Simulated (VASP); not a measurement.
# Be (P6_3/mmc) in VASP: a series of runs

The runs below take Be through single point, relaxation of cell and atoms, with PBEsol.

All numbers are computed with VASP 6.6.1; they aren't measurements. Logs are shortened: lines on timing, memory, paths and dates and some standing lists are left out, and cuts for length are marked.

## Step 1: The cell of the first run

Symmetry: P6_3/mmc, No. 194, hexagonal system. Conventional cell: a = 2.255 Å, b = 2.255 Å, c = 3.558 Å, α = 90.00°, β = 90.00°, γ = 120.00°. Be (site symmetry -6m2) has 12 Be at 2.20 to 2.25 Å within 2.9 Å.

## Step 2: Single point, PBEsol

INCAR

```
ALGO = Normal ; EDIFF = 1E-6
ENCUT = 600 ; GGA = PS
GGA_COMPAT = F ; ISIF = 2
ISMEAR = 0 ; LASPH = T
LCHARG = F ; LREAL = F
LWAVE = F ; NBANDS = 9
NELM = 120 ; PREC = Accurate
SIGMA = 0.1
```

KPOINTS

```
k-points
0
Gamma
  21 21 12
```

POSCAR

```
Be
1.0
    2.2548744390      0.0000000000      0.0000000000
   -1.1274372195      1.9527785465      0.0000000000
    0.0000000000      0.0000000000      3.5581064944
Be
2
Direct
    0.3333333333      0.6666666667      0.2500000000
    0.6666666667      0.3333333333      0.7500000000
```

Potentials or basis: VASP PAW PBE potentials, release 64 (Be).

Run with:

```bash
cat potpaw_PBE.64/Be/POTCAR > POTCAR
mpirun -np 1 vasp_std > vasp.out
```

OUTCAR:

```text
EDIFF = 1E-6
   ENCUT = 600
   GGA = PS
   ISIF = 2
   ISMEAR = 0
   LASPH = T
   LREAL = F
   NELM = 120
   PREC = Accurate

 ion  position               nearest neighbor table
   1  0.333  0.667  0.250-   2 2.20   2 2.20   2 2.20   2 2.20   2 2.20   2 2.20
   2  0.667  0.333  0.750-   1 2.20   1 2.20   1 2.20   1 2.20   1 2.20   1 2.20

  LATTYP: Found a hexagonal cell.
 ALAT       =     2.2548744390
 C/A-ratio  =     1.5779621396

  Lattice vectors:

 A1 = (   2.2548744390,   0.0000000000,   0.0000000000)
 A2 = (  -1.1274372195,   1.9527785465,   0.0000000000)
 A3 = (   0.0000000000,   0.0000000000,   3.5581064944)

Analysis of symmetry for initial positions (statically):
=====================================================================
 Subroutine PRICEL returns:
 Original cell was already a primitive cell.

 Routine SETGRP: Setting up the symmetry group for a
 hexagonal supercell.

 Subroutine GETGRP returns: Found 24 space group operations
 (whereof 12 operations were pure point group operations)
 out of a pool of 24 trial point group operations.

The static configuration has the point symmetry D_3d.
 The point group associated with its full space group is D_6h.

Analysis of symmetry for dynamics (positions and initial velocities):
=====================================================================
 Subroutine PRICEL returns:
 Original cell was already a primitive cell.

 Routine SETGRP: Setting up the symmetry group for a
 hexagonal supercell.

 Subroutine GETGRP returns: Found 24 space group operations
 (whereof 12 operations were pure point group operations)
 out of a pool of 24 trial point group operations.

The dynamic configuration has the point symmetry D_3d.
 The point group associated with its full space group is D_6h.

 Subroutine INISYM returns: Found 24 space group operations
 (whereof 12 operations are pure point group operations),
 and found     1 'primitive' translations

----------------------------------------------------------------------------------------

                                     Primitive cell

  volume of cell :      15.6673

  direct lattice vectors                    reciprocal lattice vectors
     2.254874439  0.000000000  0.000000000     0.443483674  0.256045418  0.000000000
    -1.127437219  1.952778547  0.000000000     0.000000000  0.512090837  0.000000000
     0.000000000  0.000000000  3.558106494     0.000000000  0.000000000  0.281048361

  length of vectors
     2.254874439  2.254874439  3.558106494     0.512090837  0.512090837  0.281048361

  position of ions in fractional coordinates (direct lattice)
     0.333333333  0.666666667  0.250000000
     0.666666667  0.333333333  0.750000000

  ion indices of the primitive-cell ions
   primitive index   ion index
                 1           1
                 2           2

----------------------------------------------------------------------------------------

 KPOINTS: k-points

Automatic generation of k-mesh.
 Grid dimensions read from file:
 generate k-points for:   21   21   12

 Generating k-lattice:

  Cartesian coordinates                     Fractional coordinates (reciprocal lattice)
     0.021118270  0.012192639  0.000000000     0.047619048  0.000000000  0.000000000
     0.000000000  0.024385278  0.000000000     0.000000000  0.047619048  0.000000000
     0.000000000  0.000000000  0.023420697     0.000000000  0.000000000  0.083333333

  Length of vectors
     0.024385278  0.024385278  0.023420697

  Shift w.r.t. Gamma in fractional coordinates (k-lattice)
     0.000000000  0.000000000  0.000000000

 Subroutine IBZKPT returns following result:
 ===========================================

 Found    336 irreducible k-points:

 Following reciprocal coordinates:
            Coordinates               Weight
  0.000000  0.000000  0.000000      1.000000
  0.047619  0.000000  0.000000      6.000000
  0.095238  0.000000  0.000000      6.000000
  0.142857  0.000000  0.000000      6.000000
  0.190476  0.000000  0.000000      6.000000
  0.238095  0.000000  0.000000      6.000000
[... 16 lines left out ...]
  0.142857  0.095238  0.000000     12.000000
  0.190476  0.095238  0.000000     12.000000
 [... further k-points ...]
   k-points           NKPTS =    336   k-points in BZ     NKDIM =    336   number of bands    NBANDS=      9
   number of dos      NEDOS =    301   number of ions     NIONS =      2
   total plane-waves  NPLWV =   9072
   dimension x,y,z NGX =    18 NGY =   18 NGZ =   28
   dimension x,y,z NGXF=    36 NGYF=   36 NGZF=   56
   ions per type =               2
   NGX,Y,Z   is equivalent  to a cutoff of  13.27, 13.27, 13.08 a.u.
   NGXF,Y,Z  is equivalent  to a cutoff of  26.54, 26.54, 26.16 a.u.
 SYSTEM =  unknown system
   PREC   = accura    normal or accurate (medium, high low for compatibility)
   ISTART =      0    job   : 0-new  1-cont  2-samecut
   ICHARG =      2    charge: 1-file 2-atom 10-const
   ISPIN  =      1    spin polarized calculation?
   LNONCOLLINEAR =      F non collinear calculations
   LSORBIT =      F    spin-orbit coupling
   LASPH  =      T    aspherical Exc in radial PAW
   ENCUT  =  600.0 eV  44.10 Ry    6.64 a.u.   4.50  4.50  7.11*2*pi/ulx,y,z
   NELM   =    120;   NELMIN=  2; NELMDL= -5     # of ELM steps
   EDIFF  = 0.1E-05   stopping-criterion for ELM
   LREAL  =      F    real-space projection
   EDIFFG = 0.1E-04   stopping-criterion for IOM
   NSW    =      0    number of steps for IOM
   IBRION =     -1    ionic relax: 0-MD 1-quasi-New 2-CG
   NFREE  =      0    steps in history (QN), initial steepest desc. (CG)
   ISIF   =      2    stress and relaxation
   ISYM   =      2    0-nonsym 1-usesym 2-fastsym
   POTIM  = 0.5000    time-step for ionic-motion
   TEBEG  =    0.0;   TEEND  =   0.0 temperature during run
   PSTRESS=    0.0 pullay stress
   NELECT =       4.0000    total number of electrons
   NUPDOWN=      -1.0000    fix difference up-down
   EMIN   =  10.00;   EMAX   =-10.00  energy-range for DOS
   EFERMI =   0.00;   METHOD = LEGACY
   ISMEAR =     0;   SIGMA  =   0.10  broadening in eV -4-tet -1-fermi 0-gaus
   EFERMI_NEDOS =   21; number of points for ismear=-14 and -15
   IALGO  =     38    algorithm
   IMIX   =      4    mixing-type and parameters
     AMIX     =   0.40;   BMIX     =  1.00
     AMIX_MAG =   1.60;   BMIX_MAG =  1.00
  volume/ion in A,a.u.               =       7.83        52.86
  Fermi-wavevector in a.u.,A,eV,Ry     =   1.038556  1.962587 14.675234  1.078599
  Thomas-Fermi vector in A             =   2.173046
   LORBIT       =      0    0 simple, 1 ext, 2 COOP (PROOUT), +10 PAW based schemes
   GGA     = PS    functional components
   LHFCALC =     F    Hartree Fock is set to
   AEXX    =    0.0000 exact exchange contribution
   IVDW    =     0    specifies the selected vdW correction
   LEPSILON=     F    determine dielectric tensor
   LRPA    =     F    only Hartree local field effects (RPA)
 non-spin polarized calculation
 Gauss-broadening in eV      SIGMA  =   0.10
  energy-cutoff  :      600.00
  volume of cell :       15.67
 maximum number of plane-waves:       539
 NGX is ok and might be reduce to    18
   NGX =  9   NGY =  9   NGZ = 15

 number of electron       4.0000000 magnetization

 Free energy of the ion-electron system (eV)
  ---------------------------------------------------
  ext. energy  EPLUGINS =         0.00000000
  ---------------------------------------------------
  free energy    TOTEN  =        -7.99303497 eV

  energy without entropy =       -7.99153502  energy(sigma->0) =       -7.99228500

 E-fermi :   7.1251     XC(G=0): -10.6384

 val. band max:        7.1227529793   @ k =   0.3333   0.0476   0.0000
 cond. band min:       7.1448823529   @ k =   0.3333   0.2857   0.0833
 fundamental gap:      0.0221293736
 Fermi energy:         7.1250635912

 k-point     1 :       0.0000    0.0000    0.0000
  band No.  band energies     occupation
      1      -4.3033      2.00000
      2       2.5783      2.00000
      3       8.2124      0.00000
      4      23.2438      0.00000
      5      23.2438      0.00000
      6      26.0964      0.00000
      7      26.0964      0.00000
      8      28.1325      0.00000
      9      34.3724      0.00000

 k-point     2 :       0.0476    0.0000    0.0000
  band No.  band energies     occupation
      1      -4.2380      2.00000
      2       2.6645      2.00000
      3       8.2311      0.00000
      4      22.6851      0.00000
      5      22.8111      0.00000
      6      26.1054      0.00000
      7      26.3355      0.00000
      8      28.0144      0.00000
      9      33.1982      0.00000

 k-point     3 :       0.0952    0.0000    0.0000
  band No.  band energies     occupation
      1      -4.0420      2.00000
      2       2.9230      2.00000
      3       8.2842      0.00000
      4      21.2648      0.00000
      5      21.8875      0.00000
      6      26.0820      0.00000
      7      26.6465      0.00000
      8      27.6132      0.00000
      9      31.4006      0.00000

 k-point     4 :       0.1429    0.0000    0.0000
  band No.  band energies     occupation
      1      -3.7150      2.00000
      2       3.3530      2.00000
      3       8.3601      0.00000
      4      19.4222      0.00000
      5      20.8554      0.00000
      6      25.9321      0.00000
      7      26.6524      0.00000
      8      26.7985      0.00000
      9      29.4934      0.00000
[... 205 lines left out ...]
 k-point    22 :       0.0952    0.0952    0.0000
  band No.  band energies     occupation
      1      -3.5185      2.00000
      2       3.6107      2.00000
      3       8.4066      0.00000
      4      18.9728      0.00000
      5      19.6365      0.00000
      6      25.9398      0.00000
      7      26.2741      0.00000
      8      26.3556      0.00000
      9      30.3273      0.00000

 k-point    23 :       0.1429    0.0952    0.0000
  band No.  band energies     occupation
      1      -3.0599      2.00000
      2       4.2105      2.00000
      3       8.4817      0.00000
      4      17.1827      0.00000
      5      18.5970      0.00000
      6      25.1322      0.00000
      7      25.3621      0.00000
      8      25.7292      0.00000
      9      29.6701      0.00000

 k-point    24 :       0.1905    0.0952    0.0000
  band No.  band energies     occupation
      1      -2.4700      2.00000
      2       4.9786      2.00000
      3       8.5005      0.00000
      4      15.3825      0.00000
      5      17.6931      0.00000
      6      23.4884      0.00000
      7      24.2382      0.00000
      8      25.2410      0.00000
      9      29.0652      0.00000

 [... further k-points ...]
[... 5 lines left out ...]
  --------------------------------------------------------------------------------------
  -------------------------------------------------------------------------------------
  Total        0.0365126      0.0365126      0.0433443     -0.0000000      0.0000000      0.0000000
  in kB        3.7338663      3.7338663      4.4324979     -0.0000000      0.0000000      0.0000000
  external PRESSURE =       3.9667435 kB  Pullay stress =       0.0000000 kB

 VOLUME and BASIS-vectors are now :
 -----------------------------------------------------------------------------
  energy-cutoff  :      600.00
  volume of cell :       15.67
      direct lattice vectors                 reciprocal lattice vectors
     2.254874439  0.000000000  0.000000000     0.443483674  0.256045418  0.000000000
    -1.127437219  1.952778547  0.000000000     0.000000000  0.512090837  0.000000000
     0.000000000  0.000000000  3.558106494     0.000000000  0.000000000  0.281048361

 POSITION                                       TOTAL-FORCE (eV/Angst)
 -----------------------------------------------------------------------------------
     -0.00000      1.30185      0.88953         0.000000      0.000000      0.000000
      1.12744      0.65093      2.66858        -0.000000     -0.000000      0.000000
 -----------------------------------------------------------------------------------
    total drift:                                0.000000     -0.000000      0.000000

  FREE ENERGIE OF THE ION-ELECTRON SYSTEM (eV)
  ---------------------------------------------------
  free  energy   TOTEN  =        -7.9930349717 eV

  energy  without entropy=       -7.9915350216  energy(sigma->0) =       -7.99228500
```

Run time: 49 s. Hardware: 1 thread of Intel Xeon Platinum 8259CL at 2.50GHz (Skylake/Cascade Lake), shared host; peak memory 0.15 GiB.

What came out:

```yaml
Free_energy: -7.9930 eV
Pressure: 0.4 GPa
Band_gap_on_the_k_mesh: zero (band 2 reaches 8.08 eV, above the bottom of band 3 at 5.99 eV)
```

Levels at points of the mesh, in eV from the Fermi level:
```csv
k point,band 1,band 2,band 3,band 4,band 5
"(0.00, 0.00, 0.00)",-11.43,-4.55,1.09,16.12,16.12
"(0.00, 0.00, 0.50)",-9.27,-9.27,10.69,10.69,17.77
```

Caveat: the PAW data sets were made with another functional, which shifts forces and pressure a little.

(Continued in part 2 of 2.)
